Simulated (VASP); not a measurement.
Crystal: BaTiO3.

```
Ba Ti O
1.0
     3.99980    0.00000    0.00000
     0.00000    3.99980    0.00000
     0.00000    0.00000    4.01800
Ba Ti O
1 1 3
Direct
  0.00000 0.00000 0.00000
  0.50000 0.50000 0.49000
  0.50000 0.50000 0.01900
  0.50000 0.00000 0.51700
  0.00000 0.50000 0.51700
```

Base run:

- Program: VASP 6.6.1
- Functional: PBEsol
- Dispersion: D4
- Potentials or basis: VASP PAW PBE potentials, release 64 (Ba_sv, Ti_sv, O)
- Cutoff: 520 eV
- k mesh: 4 × 4 × 4
- Occupations: gaussian, width 0.01 eV
- Spin: no spin polarisation
- Hubbard terms: Ti d U = 7.0 eV

Its results: band gap on the k mesh 2.60 eV, indirect (least direct gap 2.92 eV); pressure 2.3 GPa; largest force 0.837 eV/Å.

**Question.** The run is repeated on the same cell with these changes: hubbard terms from Ti d U = 7.0 eV to Ti d U = 1.0 eV. What comes out?

**Answer.** Band gap on the k mesh 1.83 eV, indirect (least direct gap 2.12 eV); pressure -2.9 GPa; largest force 0.228 eV/Å.

Caveats: the PAW data sets were made with another functional, which shifts forces and pressure a little; spin-orbit coupling is left out, which moves the levels of the heavy elements.

A k mesh can miss the band edges.
